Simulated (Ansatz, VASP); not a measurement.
## Two plane-wave programs on Hf

File POSCAR:

```
Hf
1.0
    0.0000000000      2.1312000000      2.3976000000
    2.1312000000      0.0000000000      2.3976000000
    2.1312000000      2.1312000000      0.0000000000
Hf
1
Direct
    0.0000000000      0.0000000000      0.0000000000
```

The input INCAR.step1:

```
ALGO     = Normal         # electronic algorithm
EDIFF    = 1E-4           # SCF threshold, eV
ENCUT    = 520            # plane-wave cutoff, eV
GGA      = PE             # functional
ISMEAR   = 0              # smearing method
LASPH    = T              # aspherical terms in the spheres
LCHARG   = F              # write CHGCAR
LREAL    = F              # projectors in reciprocal space
LWAVE    = T              # write WAVECAR
NBANDS   = 11             # bands
NELM     = 100            # most SCF steps
PREC     = Accurate       # precision mode
SIGMA    = 0.15           # smearing width, eV
```

File INCAR.step2:

```
ALGO     = Normal         # electronic algorithm
EDIFF    = 1E-7           # SCF threshold, eV
ENCUT    = 520            # plane-wave cutoff, eV
ISIF     = 2              # what is computed and relaxed
ISMEAR   = 0              # smearing method
ISTART   = 1            
LASPH    = T              # aspherical terms in the spheres
LCHARG   = F              # write CHGCAR
LMIXTAU  = T            
LREAL    = F              # projectors in reciprocal space
LWAVE    = F              # write WAVECAR
METAGGA  = R2SCAN         # meta-GGA
NBANDS   = 11             # bands
NELM     = 100            # most SCF steps
PREC     = Accurate       # precision mode
SIGMA    = 0.15           # smearing width, eV
```

Contents of KPOINTS:

```
k-points
0
Gamma
  18 18 18
```

Input for Ansatz:

```yaml
crystal:
  lattice:
    - [0.0, 2.1312, 2.3976]
    - [2.1312, 0.0, 2.3976]
    - [2.1312, 2.1312, 0.0]
  atoms:
    - { symbol: Hf, position: [0.0, 0.0, 0.0] }
basis:
  ecutwfc: 500
kpoints:
  mp_grid: { grid: [18, 18, 18] }
hamiltonian:
  xc: r2scan
scf:
  occupations: { method: gaussian, width: 0.15 }
output:
  forces: true
  stress: true
  eigenvalues: true
```

Change from the starting cell: strain -0.040 along x and y, +0.080 along z, atoms carried along.

Alike in both runs: task single point; functional r2SCAN; k mesh 18 × 18 × 18; occupations gaussian, width 0.15 eV; no spin polarisation.

```csv
,VASP,Ansatz
version,VASP 6.6.1,Ansatz 0.2.0
potentials or method,"VASP PAW PBE potentials, release 64 (Hf_pv), cutoff 520 eV","scalar-relativistic, plane waves, PAW"
valence electrons in the cell,10,26
```

|  | VASP | Ansatz | Ansatz less VASP |
| --- | --- | --- | --- |
| gap on the k mesh at the Fermi level (eV) | none | none | - |
| pressure (GPa) | 2.5 | 3.0 | +0.49 |
| traceless stress, the component that is largest in VASP (GPa) | -4.31 | -4.26 | +0.051 |

VASP's potentials were made for PBE, not for r2SCAN. A gap of «none» marks a metal or a gap that the smearing closes. VASP's potentials hold 10 valence electrons a cell and Ansatz's 26, so a difference there can come from the potentials and not from the codes.

Neither program's run includes spin-orbit coupling.
